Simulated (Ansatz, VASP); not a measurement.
# One calculation of S, two programs

Contents of INCAR:

```
SYSTEM = S
  PREC = Accurate
  ENCUT = 520
  EDIFF = 1E-7
  ISMEAR = 0
  SIGMA = 0.15
  LREAL = .False.
  LASPH = .True.
  NELM = 60
  ALGO = Normal
  ISIF = 2
  LWAVE = .False.
  LCHARG = .False.
  GGA = PE
  IVDW = 12
  NBANDS = 34
```

KPOINTS

```
regular mesh
0
Gamma
  9 16 5
  0 0 0
```

POSCAR

```
S
1.0
    0.0000000000     -5.4762743414      0.0000000000
    0.0000000000      0.0000000000     -2.9602546931
   11.4525486828      0.0000000000      0.0000000000
S
8
Direct
    0.1226657981      0.5000000000      0.2999728958
    0.1226657981      0.5000000000      0.7781436937
    0.8773342019      0.5000000000      0.8954540989
    0.8773342019      0.5000000000      0.4172833010
    0.3773342019      0.0000000000      0.0608874969
    0.3773342019      0.0000000000      0.5390582948
    0.6226657981      0.0000000000      0.1781979021
    0.6226657981      0.0000000000      0.6563686999
```

Input for Ansatz:

```yaml
crystal:
  lattice:
    - [0.0, -5.4762743414, 0.0]
    - [0.0, 0.0, -2.9602546931]
    - [11.4525486828, 0.0, 0.0]
  atoms:
    - { symbol: S, position: [0.1226657981, 0.5, 0.2999728958] }
    - { symbol: S, position: [0.1226657981, 0.5, 0.7781436937] }
    - { symbol: S, position: [0.8773342019, 0.5, 0.8954540989] }
    - { symbol: S, position: [0.8773342019, 0.5, 0.417283301] }
    - { symbol: S, position: [0.3773342019, 0.0, 0.0608874969] }
    - { symbol: S, position: [0.3773342019, 0.0, 0.5390582948] }
    - { symbol: S, position: [0.6226657981, 0.0, 0.1781979021] }
    - { symbol: S, position: [0.6226657981, 0.0, 0.6563686999] }
basis:
  ecutwfc: 420
kpoints:
  mp_grid: { grid: [9, 16, 5] }
hamiltonian:
  xc: pbe
  dispersion: d3bj
scf:
  occupations: { method: gaussian, width: 0.15 }
output:
  forces: true
  stress: true
  eigenvalues: true
```

Alike in both runs: task single point; functional PBE; dispersion D3(BJ); k mesh 9 × 16 × 5; occupations gaussian, width 0.15 eV; no spin polarisation.

```csv
,VASP,Ansatz
version,VASP 6.6.1,Ansatz 0.2.0
potentials or method,"VASP PAW PBE potentials, release 64 (S), cutoff 520 eV","scalar-relativistic, plane waves, PAW"
valence electrons in the cell,48,48
```

Ansatz gave:

- gap on the k mesh at the Fermi level (eV): none
- pressure (GPa): -0.2
- traceless stress, the component that is largest in VASP (GPa): 0.60
- rms of the force components (eV/Å): 0.040

Question: Which values does VASP return?

Answer: gap on the k mesh at the Fermi level (eV): none; pressure (GPa): -0.8; traceless stress, the component that is largest in VASP (GPa): 1.10; rms of the force components (eV/Å): 0.134.

Atom by atom the forces differ by 0.140 eV/Å (rms over components). A gap of «none» marks a metal or a gap that the smearing closes. One of these differences is far larger than is usual between the two programs; its cause wasn't traced.
